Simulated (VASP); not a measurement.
# SbOs (Fm-3m) in VASP: a series of runs

Runs on SbOs. Level: PBE. Tasks: single point.

All numbers are computed with VASP 6.6.1; they aren't measurements. Logs are shortened: lines on timing, memory, paths and dates and some standing lists are left out, and cuts for length are marked.

**1. The cell of the first run**

It takes space group Fm-3m (No. 225, cubic). The conventional cell has a = 5.499 Å, b = 5.499 Å, c = 5.499 Å, α = 90.00°, β = 90.00°, γ = 90.00°. Within 3.6 Å of Os (site symmetry m-3m) lie 6 Sb at 2.75 Å. Sb (site symmetry m-3m) has 6 Os at 2.75 Å within 3.6 Å.

**2. Single point, PBE (volume scaled by 1.040)**

INCAR reads:

```
PREC     = Accurate       # precision mode
ENCUT    = 520            # plane-wave cutoff, eV
EDIFF    = 1E-7           # SCF threshold, eV
ISMEAR   = 0              # smearing method
SIGMA    = 0.05           # smearing width, eV
LREAL    = F              # projectors in reciprocal space
LASPH    = T              # aspherical terms in the spheres
NELM     = 60             # most SCF steps
ALGO     = Normal         # electronic algorithm
ISIF     = 2              # what is computed and relaxed
LWAVE    = F              # write WAVECAR
LCHARG   = F              # write CHGCAR
GGA      = PE             # functional
NBANDS   = 14             # bands
```

KPOINTS reads:

```
Automatic mesh
0
Gamma
  12 12 12
```

POSCAR reads:

```
SbOs
1.0
    0.0000000000      2.7493264654      2.7493264654
    2.7493264654      0.0000000000      2.7493264654
    2.7493264654      2.7493264654      0.0000000000
Os Sb
1 1
Direct
    0.5000000000      0.5000000000      0.5000000000
    0.0000000000      0.0000000000      0.0000000000
```

Potentials or basis: VASP PAW PBE potentials, release 64 (Os, Sb).

Started as:

```
> cat potpaw_PBE.64/Os/POTCAR potpaw_PBE.64/Sb/POTCAR > POTCAR
> mpirun -np 1 vasp_std > vasp.out
```

OUTCAR:

```text
PREC = Accurate
   ENCUT = 520
   EDIFF = 1E-7
   ISMEAR = 0
   LREAL = F
   LASPH = T
   NELM = 60
   ISIF = 2
   GGA = PE

 ion  position               nearest neighbor table
   1  0.500  0.500  0.500-   2 2.75   2 2.75   2 2.75   2 2.75   2 2.75   2 2.75
   2  0.000  0.000  0.000-   1 2.75   1 2.75   1 2.75   1 2.75   1 2.75   1 2.75

  LATTYP: Found a face centered cubic cell.
 ALAT       =     5.4986529308

  Lattice vectors:

 A1 = (   0.0000000000,   2.7493264654,   2.7493264654)
 A2 = (   2.7493264654,   0.0000000000,   2.7493264654)
 A3 = (   2.7493264654,   2.7493264654,   0.0000000000)

Analysis of symmetry for initial positions (statically):
=====================================================================
 Subroutine PRICEL returns:
 Original cell was already a primitive cell.

 Routine SETGRP: Setting up the symmetry group for a
 face centered cubic supercell.

 Subroutine GETGRP returns: Found 48 space group operations
 (whereof 48 operations were pure point group operations)
 out of a pool of 48 trial point group operations.

The static configuration has the point symmetry O_h .

Analysis of symmetry for dynamics (positions and initial velocities):
=====================================================================
 Subroutine PRICEL returns:
 Original cell was already a primitive cell.

 Routine SETGRP: Setting up the symmetry group for a
 face centered cubic supercell.

 Subroutine GETGRP returns: Found 48 space group operations
 (whereof 48 operations were pure point group operations)
 out of a pool of 48 trial point group operations.

The dynamic configuration has the point symmetry O_h .

 Subroutine INISYM returns: Found 48 space group operations
 (whereof 48 operations are pure point group operations),
 and found     1 'primitive' translations

----------------------------------------------------------------------------------------

                                     Primitive cell

  volume of cell :      41.5632

  direct lattice vectors                    reciprocal lattice vectors
     0.000000000  2.749326465  2.749326465    -0.181862724  0.181862724  0.181862724
     2.749326465  0.000000000  2.749326465     0.181862724 -0.181862724  0.181862724
     2.749326465  2.749326465  0.000000000     0.181862724  0.181862724 -0.181862724

  length of vectors
     3.888134775  3.888134775  3.888134775     0.314995478  0.314995478  0.314995478

  position of ions in fractional coordinates (direct lattice)
     0.500000000  0.500000000  0.500000000
     0.000000000  0.000000000  0.000000000

  ion indices of the primitive-cell ions
   primitive index   ion index
                 1           1
                 2           2

----------------------------------------------------------------------------------------

 KPOINTS: Automatic mesh

Automatic generation of k-mesh.
 Grid dimensions read from file:
 generate k-points for:   12   12   12

 Generating k-lattice:

  Cartesian coordinates                     Fractional coordinates (reciprocal lattice)
    -0.015155227  0.015155227  0.015155227     0.083333333  0.000000000  0.000000000
     0.015155227 -0.015155227  0.015155227     0.000000000  0.083333333  0.000000000
     0.015155227  0.015155227 -0.015155227     0.000000000  0.000000000  0.083333333

  Length of vectors
     0.026249623  0.026249623  0.026249623

  Shift w.r.t. Gamma in fractional coordinates (k-lattice)
     0.000000000  0.000000000  0.000000000

 Subroutine IBZKPT returns following result:
 ===========================================

 Found     72 irreducible k-points:

 Following reciprocal coordinates:
            Coordinates               Weight
  0.000000  0.000000  0.000000      1.000000
  0.083333  0.000000  0.000000      8.000000
  0.166667  0.000000  0.000000      8.000000
  0.250000  0.000000  0.000000      8.000000
  0.333333  0.000000  0.000000      8.000000
  0.416667  0.000000  0.000000      8.000000
[... 16 lines left out ...]
  0.500000  0.166667  0.000000     24.000000
 -0.416667  0.166667  0.000000     24.000000
 [... further k-points ...]
   k-points           NKPTS =     72   k-points in BZ     NKDIM =     72   number of bands    NBANDS=     14
   number of dos      NEDOS =    301   number of ions     NIONS =      2
   total plane-waves  NPLWV =  27000
   dimension x,y,z NGX =    30 NGY =   30 NGZ =   30
   dimension x,y,z NGXF=    60 NGYF=   60 NGZF=   60
   ions per type =               1   1
   NGX,Y,Z   is equivalent  to a cutoff of  12.83, 12.83, 12.83 a.u.
   NGXF,Y,Z  is equivalent  to a cutoff of  25.65, 25.65, 25.65 a.u.
 SYSTEM =  unknown system
   PREC   = accura    normal or accurate (medium, high low for compatibility)
   ISTART =      0    job   : 0-new  1-cont  2-samecut
   ICHARG =      2    charge: 1-file 2-atom 10-const
   ISPIN  =      1    spin polarized calculation?
   LNONCOLLINEAR =      F non collinear calculations
   LSORBIT =      F    spin-orbit coupling
   LASPH  =      T    aspherical Exc in radial PAW
   ENCUT  =  520.0 eV  38.22 Ry    6.18 a.u.   7.23  7.23  7.23*2*pi/ulx,y,z
   NELM   =     60;   NELMIN=  2; NELMDL= -5     # of ELM steps
   EDIFF  = 0.1E-06   stopping-criterion for ELM
   LREAL  =      F    real-space projection
   EDIFFG = 0.1E-05   stopping-criterion for IOM
   NSW    =      0    number of steps for IOM
   IBRION =     -1    ionic relax: 0-MD 1-quasi-New 2-CG
   NFREE  =      0    steps in history (QN), initial steepest desc. (CG)
   ISIF   =      2    stress and relaxation
   ISYM   =      2    0-nonsym 1-usesym 2-fastsym
   POTIM  = 0.5000    time-step for ionic-motion
   TEBEG  =    0.0;   TEEND  =   0.0 temperature during run
   PSTRESS=    0.0 pullay stress
   NELECT =      13.0000    total number of electrons
   NUPDOWN=      -1.0000    fix difference up-down
   EMIN   =  10.00;   EMAX   =-10.00  energy-range for DOS
   EFERMI =   0.00;   METHOD = LEGACY
   ISMEAR =     0;   SIGMA  =   0.05  broadening in eV -4-tet -1-fermi 0-gaus
   EFERMI_NEDOS =   21; number of points for ismear=-14 and -15
   IALGO  =     38    algorithm
   IMIX   =      4    mixing-type and parameters
     AMIX     =   0.40;   BMIX     =  1.00
     AMIX_MAG =   1.60;   BMIX_MAG =  1.00
  volume/ion in A,a.u.               =      20.78       140.24
  Fermi-wavevector in a.u.,A,eV,Ry     =   1.111270  2.099996 16.802124  1.234921
  Thomas-Fermi vector in A             =   2.247831
   LORBIT       =      0    0 simple, 1 ext, 2 COOP (PROOUT), +10 PAW based schemes
   GGA     = PE    functional components
   LHFCALC =     F    Hartree Fock is set to
   AEXX    =    0.0000 exact exchange contribution
   IVDW    =     0    specifies the selected vdW correction
   LEPSILON=     F    determine dielectric tensor
   LRPA    =     F    only Hartree local field effects (RPA)
 non-spin polarized calculation
 Gauss-broadening in eV      SIGMA  =   0.05
  energy-cutoff  :      520.00
  volume of cell :       41.56
 maximum number of plane-waves:      1139
 NGX is ok and might be reduce to    30
   NGX = 15   NGY = 15   NGZ = 15

 number of electron      12.9999999 magnetization

 Free energy of the ion-electron system (eV)
  ---------------------------------------------------
  ext. energy  EPLUGINS =         0.00000000
  ---------------------------------------------------
  free energy    TOTEN  =       -13.40795150 eV

  energy without entropy =      -13.40391119  energy(sigma->0) =      -13.40593134

 E-fermi :   7.9061     XC(G=0): -11.4657

 val. band max:        7.9054805204   @ k =  -0.4167   0.5000   0.0833
 cond. band min:       7.9296196912   @ k =  -0.4167   0.4167   0.1667
 fundamental gap:      0.0241391708
 Fermi energy:         7.9061452151

 k-point     1 :       0.0000    0.0000    0.0000
  band No.  band energies     occupation
      1      -4.1556      2.00000
      2       6.2413      2.00000
      3       6.2413      2.00000
      4       6.2413      2.00000
      5       6.5008      2.00000
      6       6.5008      2.00000
      7       9.4537      0.00000
      8       9.4537      0.00000
      9       9.4537      0.00000
     10      13.6373      0.00000
     11      15.9124      0.00000
     12      19.6722      0.00000
     13      19.6736      0.00000
     14      19.6736      0.00000

 k-point     2 :       0.0833    0.0000    0.0000
  band No.  band energies     occupation
      1      -4.0471      2.00000
      2       6.0377      2.00000
      3       6.1415      2.00000
      4       6.1415      2.00000
      5       6.3799      2.00000
      6       6.3799      2.00000
      7       8.9825      0.00000
      8       9.8414      0.00000
      9       9.8414      0.00000
     10      14.2833      0.00000
     11      15.9794      0.00000
     12      18.4504      0.00000
     13      18.8765      0.00000
     14      18.8765      0.00000

 k-point     3 :       0.1667    0.0000    0.0000
  band No.  band energies     occupation
      1      -3.7264      2.00000
      2       5.3532      2.00000
      3       5.6040      2.00000
      4       5.6040      2.00000
      5       6.5221      2.00000
      6       6.5221      2.00000
      7       8.2745      0.00000
      8      10.7140      0.00000
      9      10.7140      0.00000
     10      15.1040      0.00000
     11      16.2263      0.00000
     12      17.8056      0.00000
     13      17.8216      0.00000
     14      17.8216      0.00000
[... 324 lines left out ...]
 k-point    23 :       0.5000    0.1667    0.0000
  band No.  band energies     occupation
      1      -1.5849      2.00000
      2       1.9963      2.00000
      3       4.1709      2.00000
      4       4.5445      2.00000
      5       7.0892      2.00000
      6       7.4778      2.00000
      7       7.7151      2.00000
      8      11.2814      0.00000
      9      11.4685      0.00000
     10      13.2605      0.00000
     11      15.8048      0.00000
     12      17.0050      0.00000
     13      18.6969      0.00000
     14      20.5288      0.00000

 k-point    24 :      -0.4167    0.1667    0.0000
  band No.  band energies     occupation
      1      -1.4562      2.00000
      2       1.8161      2.00000
      3       4.1822      2.00000
      4       4.3844      2.00000
      5       7.3456      2.00000
      6       7.3649      2.00000
      7       7.6775      2.00000
      8      10.7886      0.00000
      9      12.3039      0.00000
     10      13.1151      0.00000
     11      16.2096      0.00000
     12      16.5874      0.00000
     13      18.7492      0.00000
     14      20.6266      0.00000

 [... further k-points ...]
[... 5 lines left out ...]
  --------------------------------------------------------------------------------------
  -------------------------------------------------------------------------------------
  Total       -1.4650021     -1.4650021     -1.4650021     -0.0000000      0.0000000     -0.0000000
  in kB      -56.4728763    -56.4728763    -56.4728763     -0.0000000      0.0000000     -0.0000000
  external PRESSURE =     -56.4728763 kB  Pullay stress =       0.0000000 kB

 VOLUME and BASIS-vectors are now :
 -----------------------------------------------------------------------------
  energy-cutoff  :      520.00
  volume of cell :       41.56
      direct lattice vectors                 reciprocal lattice vectors
     0.000000000  2.749326465  2.749326465    -0.181862724  0.181862724  0.181862724
     2.749326465  0.000000000  2.749326465     0.181862724 -0.181862724  0.181862724
     2.749326465  2.749326465  0.000000000     0.181862724  0.181862724 -0.181862724

 POSITION                                       TOTAL-FORCE (eV/Angst)
 -----------------------------------------------------------------------------------
      2.74933      2.74933      2.74933         0.000000      0.000000      0.000000
      0.00000      0.00000      0.00000        -0.000000     -0.000000     -0.000000
 -----------------------------------------------------------------------------------
    total drift:                               -0.000000     -0.000000      0.000000

  FREE ENERGIE OF THE ION-ELECTRON SYSTEM (eV)
  ---------------------------------------------------
  free  energy   TOTEN  =       -13.4079514956 eV

  energy  without entropy=      -13.4039111875  energy(sigma->0) =      -13.40593134
```

It took 23 s on 1 thread of Intel Xeon 6975P-C (Granite Rapids), shared host; peak memory 0.19 GiB.

What came out:

```
Free energy : -13.4080 eV
Pressure    : -5.6 GPa
```

Caveat: spin-orbit coupling is left out, which moves the levels of the heavy elements.

**3. Single point, PBE (volume scaled by 1.070)**

INCAR reads:

```
ALGO = Normal
EDIFF = 1E-6
ENCUT = 520
GGA = PE
ISIF = 2
ISMEAR = 0
LASPH = T
LCHARG = T
LELF = T
LREAL = F
LVHAR = T
LWAVE = F
NBANDS = 14
NELM = 100
PREC = Accurate
SIGMA = 0.05
```

KPOINTS reads:

```
k-points
0
Gamma
  12 12 12
```

POSCAR reads:

```
SbOs
1.0
    0.0000000000      2.7755121030      2.7755121030
    2.7755121030      0.0000000000      2.7755121030
    2.7755121030      2.7755121030      0.0000000000
Os Sb
1 1
Direct
    0.5000000000      0.5000000000      0.5000000000
    0.0000000000      0.0000000000      0.0000000000
```

Potentials or basis: VASP PAW PBE potentials, release 64 (Os, Sb).

Started as:

```
> cat potpaw_PBE.64/Os/POTCAR potpaw_PBE.64/Sb/POTCAR > POTCAR
> mpirun -np 1 vasp_std > vasp.out
```

It took 19 s on 1 thread of Intel Xeon 6975P-C (Granite Rapids), shared host; peak memory 0.2 GiB.

It converged, with:

```
Free energy : -13.3534 eV
Pressure    : -8.9 GPa
```

Levels at points of the mesh, in eV from the Fermi level:
```tsv
k point	band 2	band 3	band 4	band 5	band 6	band 7	band 8	band 9	band 10	band 11
(0.00, 0.00, 0.00)	-1.57	-1.57	-1.57	-1.34	-1.34	1.50	1.50	1.50	5.38	8.08
(0.50, 0.00, 0.00)	-6.38	-3.53	-3.53	-0.47	-0.47	-0.13	4.41	6.13	6.13	6.19
(0.50, 0.50, 0.00)	-4.24	-2.64	-1.10	-1.10	-0.80	-0.05	-0.02	-0.02	2.79	8.83
```

Caveat: spin-orbit coupling is left out, which moves the levels of the heavy elements.
